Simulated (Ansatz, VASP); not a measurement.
# Sn in VASP and in Ansatz

```xyz
4
Lattice="3.6433 0.0000 0.0000 -1.8216 3.1551 0.0000 0.0000 0.0000 11.9962" Properties=species:S:1:pos:R:3 pbc="T T T"
Sn    0.0000    0.0000   11.9962
Sn    0.0000    0.0000    5.9981
Sn    0.0000    2.1034    2.9991
Sn    1.8216    1.0517    8.9972
```

Alike in both runs: task single point; functional BLYP; k mesh 12 × 12 × 3; occupations fermi-dirac, width 0.1 eV; no spin polarisation.

|  | VASP | Ansatz |
| --- | --- | --- |
| version | VASP 6.6.1 | Ansatz 0.2.0 |
| potentials or method | VASP PAW PBE potentials, release 64 (Sn_d), cutoff 520 eV | plane waves (420 eV) with PAW, scalar-relativistic |
| valence electrons in the cell | 56 | 56 |

|  | VASP | Ansatz | Ansatz less VASP |
| --- | --- | --- | --- |
| pressure (GPa) | -3.0 | -3.0 | +0.07 |

VASP's potentials were made for PBE, not for BLYP. The functional is the same, so the differences come from potentials, cutoffs and numerics.
